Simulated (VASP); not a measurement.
Write the native input for VASP 6.6.1 that does the following.

| Quantity | Value |
| --- | --- |
| Task | single point |
| Functional | r2SCAN |
| Potentials or basis | VASP PAW PBE potentials, release 64 (Ag) |
| Cutoff | 520 eV |
| k mesh | 20 × 20 × 20 |
| Occupations | gaussian, width 0.15 eV |
| Spin | no spin polarisation |
| Dipole correction | no |
| Further INCAR settings | ALGO = Normal; EDIFF = 1e-06; NBANDS = 12 |

Ag:

```xyz
1
Lattice="-1.6970 1.6970 1.6557 1.6970 -1.6970 1.6557 1.6970 1.6970 -1.6557" Properties=species:S:1:pos:R:3 pbc="T T T"
Ag    0.0000    0.0000    0.0000
```

This cell differs from its parent crystal: strain +0.0250 x Voigt [1, 1, 0, 0, 0, 0].

One way to write it, as run:

POSCAR

```
Ag
1.0
   -1.6970453500      1.6970453500      1.6556540000
    1.6970453500     -1.6970453500      1.6556540000
    1.6970453500      1.6970453500     -1.6556540000
Ag
1
Direct
    0.0000000000      0.0000000000      0.0000000000
```

INCAR.step1

```
PREC     = Accurate       # precision mode
ENCUT    = 520            # plane-wave cutoff, eV
ISMEAR   = 0              # smearing method
SIGMA    = 0.15           # smearing width, eV
LREAL    = False          # projectors in reciprocal space
LASPH    = True           # aspherical terms in the spheres
NELM     = 100            # most SCF steps
NBANDS   = 12             # bands
GGA      = PE             # functional
ALGO     = Normal         # electronic algorithm
EDIFF    = 1E-4           # SCF threshold, eV
LWAVE    = True           # write WAVECAR
LCHARG   = False          # write CHGCAR
```

INCAR.step2

```
PREC     = Accurate       # precision mode
ENCUT    = 520            # plane-wave cutoff, eV
EDIFF    = 1E-6           # SCF threshold, eV
ISMEAR   = 0              # smearing method
SIGMA    = 0.15           # smearing width, eV
LREAL    = False          # projectors in reciprocal space
LASPH    = True           # aspherical terms in the spheres
NELM     = 100            # most SCF steps
ALGO     = Normal         # electronic algorithm
ISIF     = 2              # what is computed and relaxed
LWAVE    = False          # write WAVECAR
LCHARG   = False          # write CHGCAR
METAGGA  = R2SCAN         # meta-GGA
LMIXTAU  = True         
NBANDS   = 12             # bands
ISTART   = 1
```

KPOINTS

```
Automatic mesh
0
Gamma
  20 20 20
```

Potentials or basis: VASP PAW PBE potentials, release 64 (Ag).

The run is started by

```console
$ cat potpaw_PBE.64/Ag/POTCAR > POTCAR
$ cp INCAR.step1 INCAR
$ mpirun -np 1 vasp_std > vasp.out
$ cp INCAR.step2 INCAR
$ mpirun -np 1 vasp_std > vasp.out
```

Results of the run:

The pressure is -6.9 GPa. The band gap on the k mesh is zero (an odd number of electrons rules out a gap without spin polarisation).

Caveat: the cell differs from its parent crystal (strain +0.0250 x Voigt [1, 1, 0, 0, 0, 0]); the cell stands under tension; the PAW data sets were made with another functional, which shifts forces and pressure a little.

Run time: 4 min on 1 thread of Intel(R) Xeon(R) Platinum 8375C CPU @ 2.90GHz (Ice Lake), on a shared host, peak memory 0.26 GiB.
